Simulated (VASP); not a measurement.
Crystal: Pt.

```xyz
1
Lattice="2.5356 0.0000 0.0000 0.0000 2.5356 0.0000 0.0000 0.0000 2.5356" Properties=species:S:1:pos:R:3 pbc="T T T"
Pt    0.0000    0.0000    0.0000
```

- Program: VASP 6.6.1
- Task: relaxation of cell and atoms
- Functional: revPBE
- Potentials or basis: VASP PAW PBE potentials, release 64 (Pt)
- Cutoff: 600 eV
- k mesh: 12 × 12 × 12
- Occupations: fermi-dirac, width 0.1 eV
- Spin: no spin polarisation

At the start: pressure 27.8 GPa; volume 16.30 Å³/atom.

Problem. Where does the relaxation end?

Solution. Over 5 steps the energy falls by 153.7 meV/atom and the volume is 18.31 Å³/atom (+12.3 %); space group Pm-3m (No. 221, to 0.05 Å).

The path:
| step | energy change (eV) | largest force (eV/Å) | pressure (GPa) | volume (Å³) |
| --- | --- | --- | --- | --- |
| 1 | 0.0000 | 0.0000 | 27.75 | 16.30 |
| 2 | 0.3643 | 0.0000 | -21.85 | 23.91 |
| 3 | -0.1523 | 0.0000 | -2.01 | 18.53 |
| 4 | -0.1536 | 0.0000 | -0.40 | 18.35 |
| 5 | -0.1537 | 0.0000 | 0.00 | 18.31 |

Final structure:
```yaml
crystal:
  lattice:
    - [2.63563, 0.00000, 0.00000]
    - [0.00000, 2.63563, 0.00000]
    - [0.00000, 0.00000, 2.63563]
  atoms:
    - { symbol: Pt, position: [0.00000, 0.00000, 0.00000] }
```

Caveat: the PAW data sets were made with another functional, which shifts forces and pressure a little.
